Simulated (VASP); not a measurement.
# Rb16HCl16 (a cell with a defect) in VASP: single point with PBEsol

Aim: the single point of Rb16HCl16 (a cell with a defect) with PBEsol.

Everything below comes from runs of VASP 6.6.1. Logs are shortened: lines on timing, memory, paths and dates and some standing lists are left out, and cuts for length are marked.

### Step 1. The cell of the first run

The cell holds a defect, 33 atoms: a = 11.328 Å, b = 11.328 Å, c = 11.328 Å, α = 109.47°, β = 109.47°, γ = 109.47°.

### Step 2. Single point, PBEsol, collinear spin (with an interstitial atom, then relaxed in part)

Contents of INCAR:

```
ALGO = Normal ; EDIFF = 1E-6
ENCUT = 400 ; GGA = PS
GGA_COMPAT = False ; ISIF = 2
ISMEAR = 0 ; ISPIN = 2
KPAR = 2 ; LASPH = True
LCHARG = True ; LORBIT = 11
LREAL = Auto ; LVHAR = True
LWAVE = False ; MAGMOM = 0 0 0 0 0 0 0 0 0.111 0.111 0.111 0 0 0 0.111 0 0 0 0 0 0 0.111 0 0 0 0.111 0.111 0.111 0 0 0 0 0.111
NBANDS = 154 ; NCORE = 2
NELM = 200 ; PREC = Accurate
SIGMA = 0.01
```

Contents of KPOINTS:

```
Automatic mesh
0
Gamma
  2 2 2
  0.5 0.5 0.5
```

Contents of POSCAR:

```
Rb16HCl16
1.0
   -6.5402946450      6.5402946450     -6.5402946450
    6.5402946450     -6.5402946450     -6.5402946450
   -6.5402946450     -6.5402946450      6.5402946450
Rb Cl H
16 16 1
Direct
    0.5002538620      0.2501617583      0.2501617583
    0.2501617583      0.2501617583      0.5002538620
    0.0000921037      0.2498382417      0.7500000000
    0.7500000000      0.0000921037      0.2498382417
    0.7500000000      0.2498382417      0.0000921037
    0.4999078963     -0.0002538620      0.4999078963
    0.2498382417      0.0000921037      0.7500000000
    0.0000921037      0.7500000000      0.2498382417
    1.0016073872      1.0016073872      1.0016073872
    0.7500000000      0.7500000000      0.4983926128
    0.4983926128      0.7500000000      0.7500000000
    0.2501617583      0.5002538620      0.2501617583
    0.2498382417      0.7500000000      0.0000921037
   -0.0002538620      0.4999078963      0.4999078963
    0.7500000000      0.4983926128      0.7500000000
    0.4999078963      0.4999078963     -0.0002538620
    0.7500000000      0.2494023607      0.4996616468
    0.4996616468      0.2494023607      0.7500000000
    0.2505976393      0.2505976393      0.0002592862
    0.0003383532      0.0003383532      0.4997407138
    0.0002592862      0.2505976393      0.2505976393
    0.7500000000      0.0000704162      0.7500000000
    0.4997407138      0.0003383532      0.0003383532
    0.2494023607      0.7500000000      0.4996616468
    0.2505976393      0.0002592862      0.2505976393
    0.0000704162      0.7500000000      0.7500000000
    0.7500000000      0.7500000000      0.0000704162
    0.4999295838      0.4999295838      0.4999295838
    0.4996616468      0.7500000000      0.2494023607
    0.2494023607      0.4996616468      0.7500000000
    0.0003383532      0.4997407138      0.0003383532
    0.7500000000      0.4996616468      0.2494023607
    0.7500000000      0.7500000000      0.7500000000
```

Potentials or basis: VASP PAW PBE potentials, release 64 (Rb_sv, Cl, H).

Launch:

```console
$ cat potpaw_PBE.64/Rb_sv/POTCAR potpaw_PBE.64/Cl/POTCAR potpaw_PBE.64/H/POTCAR > POTCAR
$ mpirun -np 4 vasp_std > vasp.out
```

OUTCAR:

```text
EDIFF = 1E-6
   ENCUT = 400
   GGA = PS
   ISIF = 2
   ISMEAR = 0
   ISPIN = 2
   LASPH = True
   LORBIT = 11
   LREAL = Auto
   NELM = 200
   PREC = Accurate

 ion  position               nearest neighbor table
   1  0.500  0.250  0.250-  23 3.26  28 3.27  19 3.27  25 3.27  17 3.27  32 3.27   9 4.61  14 4.62
                             4 4.62   5 4.62  10 4.62  15 4.62   6 4.63  16 4.63   7 4.63  13 4.63
   2  0.250  0.250  0.500-  20 3.26  28 3.27  25 3.27  21 3.27  18 3.27  30 3.27   9 4.61  16 4.62
                             3 4.62   7 4.62  15 4.62  11 4.62   6 4.63  14 4.63   8 4.63   4 4.63
   3  0.000  0.250  0.750-  30 3.26  22 3.27  31 3.27  17 3.27  19 3.27  20 3.27  15 4.61   7 4.62
                             2 4.62  16 4.62   9 4.62  10 4.62  14 4.63  13 4.63  12 4.63   4 4.63
   4  0.750  0.000  0.250-  17 3.26  27 3.27  20 3.27  29 3.27  21 3.27  23 3.27  10 4.61   5 4.62
                             1 4.62  14 4.62  11 4.62   9 4.62   3 4.63   6 4.63   2 4.63  13 4.63
   5  0.750  0.250  0.000-  32 3.26  22 3.27  31 3.27  18 3.27  21 3.27  23 3.27  15 4.61   4 4.62
                            14 4.62   1 4.62   9 4.62  11 4.62  12 4.63   8 4.63  16 4.63   7 4.63
   6  0.500  1.000  0.500-  25 3.26  22 3.27  17 3.27  18 3.27  24 3.27  29 3.27  15 4.61  12 4.62
                            13 4.62   8 4.62  11 4.62  10 4.62   1 4.63   2 4.63   4 4.63   7 4.63
   7  0.250  0.000  0.750-  18 3.26  26 3.27  23 3.27  24 3.27  19 3.27  20 3.27  11 4.61   3 4.62
                             2 4.62  16 4.62   9 4.62  10 4.62   1 4.63   6 4.63   5 4.63   8 4.63
   8  0.000  0.750  0.250-  24 3.26  27 3.27  20 3.27  32 3.27  25 3.27  31 3.27  10 4.61  13 4.62
                            12 4.62   6 4.62   9 4.62  15 4.62   2 4.63  14 4.63   7 4.63   5 4.63
   9  0.002  0.002  0.002-  33 2.85  19 3.27  25 3.27  21 3.27  27 3.28  22 3.28  26 3.28   2 4.61
[... 16 lines left out ...]
  18  0.500  0.249  0.750-   7 3.26  15 3.27   5 3.27   6 3.27   2 3.27  16 3.27
  19  0.251  0.251  0.000-  16 3.26   9 3.27  12 3.27   1 3.27   7 3.27   3 3.27
  20  0.000  0.000  0.500-   2 3.26  10 3.27   8 3.27   4 3.27   3 3.27   7 3.27
  21  0.000  0.251  0.251-  14 3.26   9 3.27   2 3.27  12 3.27   4 3.27   5 3.27
  22  0.750  0.000  0.750-   3 3.27   5 3.27   6 3.27  11 3.28  10 3.28   9 3.28
[... 8 lines left out ...]
  31  0.000  0.500  0.000-  12 3.26  15 3.27   3 3.27   5 3.27  13 3.27   8 3.27
  32  0.750  0.500  0.249-   5 3.26  10 3.27  16 3.27   8 3.27  14 3.27   1 3.27
  33  0.750  0.750  0.750-   9 2.85  10 2.85  11 2.85  15 2.85

  LATTYP: Found a body centered cubic cell.
 ALAT       =    13.0805892900

  Lattice vectors:

 A1 = (  -6.5402946450,   6.5402946450,  -6.5402946450)
 A2 = (   6.5402946450,  -6.5402946450,  -6.5402946450)
 A3 = (  -6.5402946450,  -6.5402946450,   6.5402946450)

Analysis of symmetry for initial positions (statically):
=====================================================================
 Subroutine PRICEL returns:
 Original cell was already a primitive cell.

 Routine SETGRP: Setting up the symmetry group for a
 body centered cubic supercell.

 Subroutine GETGRP returns: Found 24 space group operations
 (whereof  6 operations were pure point group operations)
 out of a pool of 48 trial point group operations.

The static configuration has the point symmetry C_3v.
 The point group associated with its full space group is T_d .

Analysis of symmetry for dynamics (positions and initial velocities):
=====================================================================
 Subroutine PRICEL returns:
 Original cell was already a primitive cell.

 Routine SETGRP: Setting up the symmetry group for a
 body centered cubic supercell.

 Subroutine GETGRP returns: Found 24 space group operations
 (whereof  6 operations were pure point group operations)
 out of a pool of 48 trial point group operations.

The dynamic configuration has the point symmetry C_3v.
 The point group associated with its full space group is T_d .

Analysis of structural, dynamic, and magnetic symmetry:
=====================================================================
 Subroutine PRICEL returns:
 Original cell was already a primitive cell.

 Routine SETGRP: Setting up the symmetry group for a
 body centered cubic supercell.

 Subroutine GETGRP returns: Found 24 space group operations
 (whereof  6 operations were pure point group operations)
 out of a pool of 48 trial point group operations.

The overall configuration has the point symmetry C_3v.
 The point group associated with its full space group is T_d .

 Subroutine INISYM returns: Found 24 space group operations
 (whereof  6 operations are pure point group operations),
 and found     1 'primitive' translations

----------------------------------------------------------------------------------------

                                     Primitive cell

  volume of cell :    1119.0563

  direct lattice vectors                    reciprocal lattice vectors
    -6.540294645  6.540294645 -6.540294645    -0.076449155  0.000000000 -0.076449155
     6.540294645 -6.540294645 -6.540294645     0.000000000 -0.076449155 -0.076449155
    -6.540294645 -6.540294645  6.540294645    -0.076449155 -0.076449155  0.000000000
[... 115 lines left out ...]
   ISTART =      0    job   : 0-new  1-cont  2-samecut
   ICHARG =      2    charge: 1-file 2-atom 10-const
   ISPIN  =      2    spin polarized calculation?
   LNONCOLLINEAR =      F non collinear calculations
   LSORBIT =      F    spin-orbit coupling
   LASPH  =      T    aspherical Exc in radial PAW
   ENCUT  =  400.0 eV  29.40 Ry    5.42 a.u.  18.47 18.47 18.47*2*pi/ulx,y,z
   NELM   =    200;   NELMIN=  2; NELMDL= -5     # of ELM steps
   EDIFF  = 0.1E-05   stopping-criterion for ELM
   LREAL  =      T    real-space projection
   EDIFFG = 0.1E-04   stopping-criterion for IOM
   NSW    =      0    number of steps for IOM
   IBRION =     -1    ionic relax: 0-MD 1-quasi-New 2-CG
   NFREE  =      0    steps in history (QN), initial steepest desc. (CG)
   ISIF   =      2    stress and relaxation
   ISYM   =      2    0-nonsym 1-usesym 2-fastsym
   POTIM  = 0.5000    time-step for ionic-motion
   TEBEG  =    0.0;   TEEND  =   0.0 temperature during run
   PSTRESS=    0.0 pullay stress
   NELECT =     257.0000    total number of electrons
   NUPDOWN=      -1.0000    fix difference up-down
   EMIN   =  10.00;   EMAX   =-10.00  energy-range for DOS
   EFERMI =   0.00;   METHOD = LEGACY
   ISMEAR =     0;   SIGMA  =   0.01  broadening in eV -4-tet -1-fermi 0-gaus
   EFERMI_NEDOS =   21; number of points for ismear=-14 and -15
   IALGO  =     38    algorithm
   IMIX   =      4    mixing-type and parameters
     AMIX     =   0.40;   BMIX     =  1.00
     AMIX_MAG =   1.60;   BMIX_MAG =  1.00
  volume/ion in A,a.u.               =      33.91       228.84
  Fermi-wavevector in a.u.,A,eV,Ry     =   1.002540  1.894527 13.675043  1.005087
  Thomas-Fermi vector in A             =   2.135034
   LORBIT       =     11    0 simple, 1 ext, 2 COOP (PROOUT), +10 PAW based schemes
   GGA     = PS    functional components
   LHFCALC =     F    Hartree Fock is set to
   AEXX    =    0.0000 exact exchange contribution
   IVDW    =     0    specifies the selected vdW correction
   LEPSILON=     F    determine dielectric tensor
   LRPA    =     F    only Hartree local field effects (RPA)
 spin polarized calculation
 Gauss-broadening in eV      SIGMA  =   0.01
  energy-cutoff  :      400.00
  volume of cell :     1119.06
 maximum number of plane-waves:     20400
 NGX is ok and might be reduce to    80
   NGX = 37   NGY = 37   NGZ = 37

 number of electron     256.9999929 magnetization       1.0000001

 Free energy of the ion-electron system (eV)
  ---------------------------------------------------
  ext. energy  EPLUGINS =         0.00000000
  ---------------------------------------------------
  free energy    TOTEN  =      -111.33912892 eV

  energy without entropy =     -111.33912892  energy(sigma->0) =     -111.33912892

 E-fermi :  -0.8500     XC(G=0):  -7.6376

 val. band max:       -0.9672352130   @ k =   0.2500   0.2500   0.2500
 cond. band min:       1.3901008264   @ k =  -0.2500   0.2500   0.2500
 fundamental gap:      2.3573360394
 Fermi energy:        -0.8500107094

 spin component 1

 k-point     1 :       0.2500    0.2500    0.2500
  band No.  band energies     occupation
      1     -25.6935      1.00000
      2     -25.6935      1.00000
      3     -25.6935      1.00000
      4     -25.6882      1.00000
      5     -25.6832      1.00000
      6     -25.6832      1.00000
[... 275 lines left out ...]
    139       5.2089      0.00000
    140       5.2338      0.00000
 Fermi energy:        -0.8500107094

 spin component 2

 k-point     1 :       0.2500    0.2500    0.2500
  band No.  band energies     occupation
      1     -25.6933      1.00000
      2     -25.6933      1.00000
      3     -25.6933      1.00000
      4     -25.6880      1.00000
      5     -25.6830      1.00000
      6     -25.6830      1.00000
[... 275 lines left out ...]
    139       5.2242      0.00000
    140       5.2349      0.00000
 [bands above 140 left out]

------------------------ aborting loop because EDIFF is reached ----------------------------------------

  FORCE on cell =-STRESS in cart. coord.  units (eV):
  Direction    XX          YY          ZZ          XY          YZ          ZX
  --------------------------------------------------------------------------------------
  -------------------------------------------------------------------------------------
  Total        0.5850607      0.5850607      0.5850607      0.0000000     -0.0000000     -0.0000000
  in kB        0.8376441      0.8376441      0.8376441      0.0000000     -0.0000000     -0.0000000
  external PRESSURE =       0.8376441 kB  Pullay stress =       0.0000000 kB

 VOLUME and BASIS-vectors are now :
 -----------------------------------------------------------------------------
  energy-cutoff  :      400.00
  volume of cell :     1119.06
      direct lattice vectors                 reciprocal lattice vectors
    -6.540294645  6.540294645 -6.540294645    -0.076449155  0.000000000 -0.076449155
     6.540294645 -6.540294645 -6.540294645     0.000000000 -0.076449155 -0.076449155
    -6.540294645 -6.540294645  6.540294645    -0.076449155 -0.076449155  0.000000000

 POSITION                                       TOTAL-FORCE (eV/Angst)
 -----------------------------------------------------------------------------------
     -3.27181     -0.00046     -3.27181        -0.000609      0.000555     -0.000609
     -3.27181     -3.27181     -0.00046        -0.000609     -0.000609      0.000555
     -3.27181     -6.53863      3.27060        -0.000609      0.000609     -0.000555
     -6.53863      3.27060     -3.27181         0.000609     -0.000555     -0.000609
     -3.27181      3.27060     -6.53863        -0.000609     -0.000555      0.000609
     -0.00046     -6.53863     -6.53863         0.000555      0.000609      0.000609
[... 25 lines left out ...]
     -3.26845      0.00612     -6.54199         0.000253      0.000790     -0.000253
     -4.90522     -4.90522     -4.90522        -0.000000      0.000000      0.000000
 -----------------------------------------------------------------------------------
    total drift:                               -0.000000     -0.000000     -0.000000

  FREE ENERGIE OF THE ION-ELECTRON SYSTEM (eV)
  ---------------------------------------------------
  free  energy   TOTEN  =      -111.3391289247 eV

  energy  without entropy=     -111.3391289247  energy(sigma->0) =     -111.33912892

 total charge

# of ion       s       p       d       tot
------------------------------------------
    1        1.938   5.356   0.024   7.319
    2        1.938   5.356   0.024   7.319
    3        1.938   5.356   0.024   7.319
    4        1.938   5.356   0.024   7.319
    5        1.938   5.356   0.024   7.319
    6        1.938   5.356   0.024   7.319
[... 25 lines left out ...]
   32        1.579   3.535   0.000   5.114
   33        0.392   0.002   0.000   0.393
--------------------------------------------------
tot         56.667 142.223   0.395 199.285

 magnetization (x)

# of ion       s       p       d       tot
------------------------------------------
    1        0.000   0.000   0.000   0.000
    2        0.000   0.000   0.000   0.000
    3        0.000   0.000   0.000   0.000
    4        0.000   0.000   0.000   0.000
    5        0.000   0.000   0.000   0.000
    6        0.000   0.000   0.000   0.000
[... 25 lines left out ...]
   32        0.000   0.000   0.000   0.000
   33        0.334   0.000   0.000   0.334
--------------------------------------------------
tot          0.343   0.140   0.005   0.488
```

Run time: 5.8 min. Hardware: 4 MPI ranks of Intel Xeon Platinum 8259CL at 2.50GHz (Skylake/Cascade Lake), shared host; peak memory 0.86 GiB.

Results:

| Item | Value |
| --- | --- |
| Free energy | -111.3391 eV |
| Pressure | 0.1 GPa |
| Largest force | 0.011 eV/Å |
| Band gap on the k mesh | 2.36 eV |
| Net moment | 1.00 μB per cell |
| Site moments | Rb +0.00; Cl +0.00, +0.03 (each value once); H +0.33 μB |
| Valence electrons inside the program's atomic spheres | Rb 7.32; Cl 5.11; H 0.39 |

Forces on the atoms (eV/Å):
```
Rb  -0.001  0.001 -0.001
Rb  -0.001 -0.001  0.001
Rb  -0.001  0.001 -0.001
Rb   0.001 -0.001 -0.001
Rb  -0.001 -0.001  0.001
Rb   0.001  0.001  0.001
Rb   0.001 -0.001 -0.001
Rb  -0.001  0.001 -0.001
Rb  -0.007 -0.007 -0.007
Rb   0.007  0.007 -0.007
Rb   0.007 -0.007  0.007
Rb   0.001 -0.001 -0.001
Rb  -0.001 -0.001  0.001
Rb   0.001  0.001  0.001
Rb  -0.007  0.007  0.007
Rb   0.001  0.001  0.001
Cl   0.000  0.001  0.000
Cl   0.000  0.000  0.001
Cl   0.000  0.000 -0.001
Cl   0.000  0.000 -0.001
Cl   0.000 -0.001  0.000
Cl   0.006 -0.006 -0.006
Cl   0.000 -0.001  0.000
Cl   0.001  0.000  0.000
Cl  -0.001  0.000  0.000
Cl  -0.006  0.006 -0.006
Cl  -0.006 -0.006  0.006
Cl   0.006  0.006  0.006
Cl   0.001  0.000  0.000
Cl   0.000  0.000  0.001
Cl  -0.001  0.000  0.000
Cl   0.000  0.001  0.000
H    0.000  0.000  0.000
```

Levels at points of the mesh, in eV from the valence-band top:
Spin up:
```
           k point  band 125  band 126  band 127  band 128  band 129  band 130  band 131  band 132  band 133  band 134
(0.25, 0.25, 0.25)     -1.10     -1.10     -1.10     -1.10      0.00      5.29      5.29      5.29      5.43      6.06
```
Spin down:
```tsv
k point	band 126	band 127	band 128	band 129	band 130	band 131
(0.25, 0.25, 0.25)	-1.09	-1.09	-1.09	2.38	5.29	5.29
```

Caveat: the cell differs from its parent crystal (with an interstitial atom, then relaxed in part); the PAW data sets were made with another functional, which shifts forces and pressure a little.
